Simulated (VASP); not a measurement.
# Sc8H in VASP: a series of runs

Sc8H is run at these levels: PBE; tasks: single point.

Program: VASP 6.6.1. These are calculated values, not measurements. Logs are shortened: lines on timing, memory, paths and dates and some standing lists are left out, and cuts for length are marked.

### 1 The cell of the first run

The cell holds a slab with vacuum, 9 atoms: a = 6.639 Å, b = 5.163 Å, c = 19.113 Å, α = 90.00°, β = 90.00°, γ = 90.00°.

### 2 Single point, PBE

The input, INCAR:

```
PREC = Accurate ; ENCUT = 520
EDIFF = 1E-7 ; ISMEAR = 0
SIGMA = 0.1 ; LREAL = False
LASPH = True ; NELM = 80
ALGO = Normal ; ISIF = 2
LWAVE = False ; LCHARG = True
LDIPOL = True ; IDIPOL = 3
DIPOL = 0.5 0.5 0.315 ; GGA = PE
LELF = True ; LVHAR = True
LVACPOTAV = True ; NBANDS = 54
```

The input, KPOINTS:

```
regular mesh
0
Gamma
  4 5 1
```

The input, POSCAR:

```
Sc8H
1.0
    6.6389479791      0.0000000000      0.0000000000
    0.0000000000      5.1626219083      0.0000000000
    0.0000000000      0.0000000000     19.1132872497
Sc H
8 1
Direct
    0.0000000000      0.7500000000      0.2092784955
    0.5000000000      0.7500000000      0.2092784955
    0.2500000000      0.2500000000      0.2594137541
    0.7500000000      0.2500000000      0.2594137541
    0.2500000000      0.7500000000      0.3452852846
    0.7500000000      0.7500000000      0.3452852846
    0.0000000000      0.2500000000      0.3983243254
    0.5000000000      0.2500000000      0.3983243254
    0.0000000000      0.6250000000      0.4112247112
```

Potentials or basis: VASP PAW PBE potentials, release 64 (Sc_sv, H).

Command:

```
cat potpaw_PBE.64/Sc_sv/POTCAR potpaw_PBE.64/H/POTCAR > POTCAR
mpirun -np 1 vasp_std > vasp.out
```

OUTCAR:

```text
PREC = Accurate
   ENCUT = 520
   EDIFF = 1E-7
   ISMEAR = 0
   LREAL = False
   LASPH = True
   NELM = 80
   ISIF = 2
   GGA = PE

 ion  position               nearest neighbor table
   1  0.000  0.750  0.209-   5 3.08   6 3.08   3 3.21   4 3.21   3 3.21   4 3.21   2 3.32   2 3.32

   2  0.500  0.750  0.209-   5 3.08   6 3.08   3 3.21   4 3.21   3 3.21   4 3.21   1 3.32   1 3.32

   3  0.250  0.250  0.259-   5 3.06   5 3.06   8 3.13   7 3.13   1 3.21   1 3.21   2 3.21   2 3.21
                             4 3.32   4 3.32
   4  0.750  0.250  0.259-   6 3.06   6 3.06   8 3.13   7 3.13   1 3.21   1 3.21   2 3.21   2 3.21
                             3 3.32   3 3.32
   5  0.250  0.750  0.345-   3 3.06   3 3.06   1 3.08   2 3.08   8 3.23   7 3.23   7 3.23   8 3.23
                             6 3.32   6 3.32
   6  0.750  0.750  0.345-   4 3.06   4 3.06   1 3.08   2 3.08   8 3.23   7 3.23   7 3.23   8 3.23
                             5 3.32   5 3.32
   7  0.000  0.250  0.398-   9 1.95   4 3.13   3 3.13   6 3.23   5 3.23   5 3.23   6 3.23   8 3.32
                             8 3.32
   8  0.500  0.250  0.398-   3 3.13   4 3.13   5 3.23   6 3.23   5 3.23   6 3.23   7 3.32   7 3.32

   9  0.000  0.625  0.411-   7 1.95

  LATTYP: Found a simple orthorhombic cell.
 ALAT       =     5.1626219083
 B/A-ratio  =     1.2859643989
 C/A-ratio  =     3.7022442451

  Lattice vectors:

 A1 = (   0.0000000000,  -5.1626219083,   0.0000000000)
 A2 = (   6.6389479791,   0.0000000000,   0.0000000000)
 A3 = (   0.0000000000,   0.0000000000,  19.1132872497)

Analysis of symmetry for initial positions (statically):
=====================================================================
 Subroutine PRICEL returns:
 Original cell was already a primitive cell.

 Routine SETGRP: Setting up the symmetry group for a
 simple orthorhombic supercell.

 Subroutine GETGRP returns: Found  2 space group operations
 (whereof  2 operations were pure point group operations)
 out of a pool of  8 trial point group operations.

The static configuration has the point symmetry C_1h.

Analysis of symmetry for dynamics (positions and initial velocities):
=====================================================================
 Subroutine PRICEL returns:
 Original cell was already a primitive cell.

 Routine SETGRP: Setting up the symmetry group for a
 simple orthorhombic supercell.

 Subroutine GETGRP returns: Found  2 space group operations
 (whereof  2 operations were pure point group operations)
 out of a pool of  8 trial point group operations.

The dynamic configuration has the point symmetry C_1h.
[... 111 lines left out ...]
   EFERMI =   0.00;   METHOD = LEGACY
   ISMEAR =     0;   SIGMA  =   0.10  broadening in eV -4-tet -1-fermi 0-gaus
   EFERMI_NEDOS =   21; number of points for ismear=-14 and -15
   IALGO  =     38    algorithm
   IMIX   =      4    mixing-type and parameters
     AMIX     =   0.40;   BMIX     =  1.00
     AMIX_MAG =   1.60;   BMIX_MAG =  1.00
  volume/ion in A,a.u.               =      72.79       491.20
  Fermi-wavevector in a.u.,A,eV,Ry     =   0.841595  1.590384  9.636765  0.708282
  Thomas-Fermi vector in A             =   1.956165
   LORBIT       =      0    0 simple, 1 ext, 2 COOP (PROOUT), +10 PAW based schemes
   GGA     = PE    functional components
   LHFCALC =     F    Hartree Fock is set to
   AEXX    =    0.0000 exact exchange contribution
   IVDW    =     0    specifies the selected vdW correction
   LEPSILON=     F    determine dielectric tensor
   LRPA    =     F    only Hartree local field effects (RPA)
 non-spin polarized calculation
 Gauss-broadening in eV      SIGMA  =   0.10
  energy-cutoff  :      520.00
  volume of cell :      655.10
 maximum number of plane-waves:     17709
 NGX is ok and might be reduce to    50
   NGX = 25   NGY = 19   NGZ = 71

 dipolmoment           0.000000      0.000000      0.147944 electrons x Angstroem

 number of electron      88.9999996 magnetization

 dipolmoment           0.000000      0.000000     -0.060387 electrons x Angstroem

 Free energy of the ion-electron system (eV)
  ---------------------------------------------------
  ext. energy  EPLUGINS =         0.00000000
  ---------------------------------------------------
  free energy    TOTEN  =       -49.34463896 eV

  energy without entropy =      -49.27788328  energy(sigma->0) =      -49.31126112

 E-fermi :  -1.0535     XC(G=0):  -3.9713

 val. band max:       -1.0540559181   @ k =   0.0000   0.4000   0.0000
 cond. band min:      -1.0236168389   @ k =   0.0000   0.4000   0.0000
 fundamental gap:      0.0304390792
 Fermi energy:        -1.0534755446

 k-point     1 :       0.0000    0.0000    0.0000
  band No.  band energies     occupation
      1     -50.9471      2.00000
      2     -50.8666      2.00000
      3     -50.8549      2.00000
      4     -50.8371      2.00000
      5     -50.3999      2.00000
      6     -50.3864      2.00000
[... 502 lines left out ...]
     53      -0.2646      0.00000
     54      -0.1404      0.00000

------------------------ aborting loop because EDIFF is reached ----------------------------------------

  FORCE on cell =-STRESS in cart. coord.  units (eV):
  Direction    XX          YY          ZZ          XY          YZ          ZX
  --------------------------------------------------------------------------------------
  -------------------------------------------------------------------------------------
  Total       -0.4143545     -2.3212463      0.6332526      0.0000000      0.9352509      0.0000000
  in kB       -1.0133925     -5.6771038      1.5487546      0.0000000      2.2873560      0.0000000
  external PRESSURE =      -1.7139139 kB  Pullay stress =       0.0000000 kB

 VOLUME and BASIS-vectors are now :
 -----------------------------------------------------------------------------
  energy-cutoff  :      520.00
  volume of cell :      655.10
      direct lattice vectors                 reciprocal lattice vectors
     6.638947979  0.000000000  0.000000000     0.150626274  0.000000000  0.000000000
     0.000000000  5.162621908  0.000000000     0.000000000  0.193700026  0.000000000
     0.000000000  0.000000000 19.113287250     0.000000000  0.000000000  0.052319624

 POSITION                                       TOTAL-FORCE (eV/Angst)
 -----------------------------------------------------------------------------------
      0.00000      3.87197      4.00000         0.000000      0.002995     -0.253069
      3.31947      3.87197      4.00000         0.000000     -0.002589     -0.337513
      1.65974      1.29066      4.95825        -0.034449     -0.013083      0.191573
      4.97921      1.29066      4.95825         0.034449     -0.013083      0.191573
      1.65974      3.87197      6.59954        -0.259420     -0.340196      0.193476
      4.97921      3.87197      6.59954         0.259420     -0.340196      0.193476
      0.00000      1.29066      7.61329         0.000000      0.069279     -0.126252
      3.31947      1.29066      7.61329         0.000000     -0.084354     -0.062126
      0.00000      3.22664      7.85986         0.000000      0.721227      0.008862
 -----------------------------------------------------------------------------------
    total drift:                                0.000000      0.000008      0.000244

  FREE ENERGIE OF THE ION-ELECTRON SYSTEM (eV)
  ---------------------------------------------------
  free  energy   TOTEN  =       -49.3446389620 eV

  energy  without entropy=      -49.2778832753  energy(sigma->0) =      -49.31126112

 vacuum level on the upper side and lower side of the slab         2.104         2.423
```

OSZICAR:

```text
N       E                     dE             d eps       ncg     rms          rms(c)
DAV:   1     0.189318849691E+04    0.18932E+04   -0.37337E+04  1172   0.135E+03
DAV:   2     0.102853403142E+03   -0.17903E+04   -0.17736E+04  1452   0.673E+02
DAV:   3    -0.508065036438E+02   -0.15366E+03   -0.15107E+03  1576   0.316E+02
DAV:   4    -0.587847313342E+02   -0.79782E+01   -0.77998E+01  1592   0.622E+01
[... 21 lines left out ...]
DAV:  26    -0.493446365194E+02   -0.10802E-04   -0.10756E-06   872   0.303E-03    0.968E-04
DAV:  27    -0.493446378915E+02   -0.13721E-05   -0.15705E-07   888   0.215E-03    0.380E-04
DAV:  28    -0.493446387111E+02   -0.81955E-06   -0.70195E-08   752   0.145E-03    0.265E-04
DAV:  29    -0.493446388742E+02   -0.16309E-06   -0.15594E-08   744   0.859E-04    0.183E-04
DAV:  30    -0.493446389620E+02   -0.87786E-07   -0.83592E-09   696   0.692E-04
   1 F= -.49344639E+02 E0= -.49311261E+02  d E =-.667557E-01
```

It took 9.6 min on 1 thread of Intel Xeon 6975P-C (Granite Rapids), shared host; peak memory 0.69 GiB.

Results:

```yaml
Free_energy: -49.3446 eV
Largest_force: 0.721 eV/Å
Band_gap_on_the_k_mesh: zero (an odd number of electrons rules out a gap without spin polarisation)
```

Forces in eV/Å, atoms in the order of the input:
```
Sc   0.000  0.003 -0.253
Sc   0.000 -0.003 -0.338
Sc  -0.034 -0.013  0.192
Sc   0.034 -0.013  0.192
Sc  -0.259 -0.340  0.193
Sc   0.259 -0.340  0.193
Sc   0.000  0.069 -0.126
Sc   0.000 -0.084 -0.062
H    0.000  0.721  0.009
```

### 3 Single point, PBE

The input, INCAR:

```
PREC = Accurate ; ENCUT = 520
EDIFF = 1E-7 ; ISMEAR = 0
SIGMA = 0.1 ; LREAL = F
LASPH = T ; NELM = 100
ALGO = Normal ; ISIF = 2
LWAVE = F ; LCHARG = F
LDIPOL = T ; IDIPOL = 3
DIPOL = 0.5 0.5 0.317 ; GGA = PE
NBANDS = 54
```

KPOINTS is that of step 2.

POSCAR: that of step 2 with these lines changed.

```diff
@@ -16,2 +16,2 @@
     0.5000000000      0.2500000000      0.3983243254
-    0.0000000000      0.6250000000      0.4112247112
+    0.0625000000      0.7500000000      0.4257483062
```

Potentials or basis: VASP PAW PBE potentials, release 64 (Sc_sv, H).

Command:

```
cat potpaw_PBE.64/Sc_sv/POTCAR potpaw_PBE.64/H/POTCAR > POTCAR
mpirun -np 1 vasp_std > vasp.out
```

It took 8.3 min on 1 thread of Intel Xeon 6975P-C (Granite Rapids), shared host; peak memory 0.7 GiB.

The run converged. Its results:

```yaml
Free_energy: -49.1827 eV
Largest_force: 0.843 eV/Å
Band_gap_on_the_k_mesh: zero (an odd number of electrons rules out a gap without spin polarisation)
```

Forces on the atoms (eV/Å):
```
Sc  -0.018  0.000 -0.240
Sc   0.027  0.000 -0.352
Sc  -0.061  0.000  0.209
Sc   0.037  0.000  0.267
Sc   0.234  0.000 -0.166
Sc   0.374  0.000  0.254
Sc   0.176  0.000  0.097
Sc   0.075  0.000 -0.077
H   -0.843  0.000  0.008
```

Levels at points of the mesh, in eV from the Fermi level:
```tsv
k point	band 41	band 42	band 43	band 44	band 45	band 46	band 47	band 48	band 49	band 50
(0.00, 0.00, 0.00)	-0.57	-0.40	-0.39	-0.24	-0.21	0.13	0.23	0.34	0.51	0.82
(0.50, 0.00, 0.00)	-0.48	-0.46	-0.41	-0.23	0.24	0.25	0.27	0.33	0.43	0.43
```

(Part 1 of 3 ends here.)

The gap in the log of VASP goes by the Fermi energy; the results here count the filled bands.